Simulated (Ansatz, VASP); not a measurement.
# Al in VASP and in Ansatz

```
Al
1.0
    -1.63896    1.63896    1.63896
     1.63896   -1.63896    1.63896
     1.63896    1.63896   -1.63896
Al
1
Direct
  0.00000 0.00000 0.00000
```

Change from the starting cell: strain +0.030 along x and y, +0.030 along z, atoms carried along.

Alike in both runs: task single point; functional PBEsol; k mesh 20 × 20 × 20; occupations gaussian, width 0.15 eV; no spin polarisation.

|  | VASP | Ansatz |
| --- | --- | --- |
| version | VASP 6.6.1 | Ansatz 0.2.0 |
| potentials or method | VASP PAW PBE potentials, release 64 (Al), cutoff 520 eV | scalar-relativistic, plane waves, PAW |
| valence electrons in the cell | 3 | 3 |

```tsv
	VASP	Ansatz	Ansatz less VASP
gap on the k mesh at the Fermi level (eV)	none	none	-
pressure (GPa)	-3.8	-3.8	-0.04
```

VASP's potentials were made for PBE, not for PBEsol. A gap of «none» marks a metal or a gap that the smearing closes. With one functional, cell and mesh, what is left measures potentials, basis and numerics.
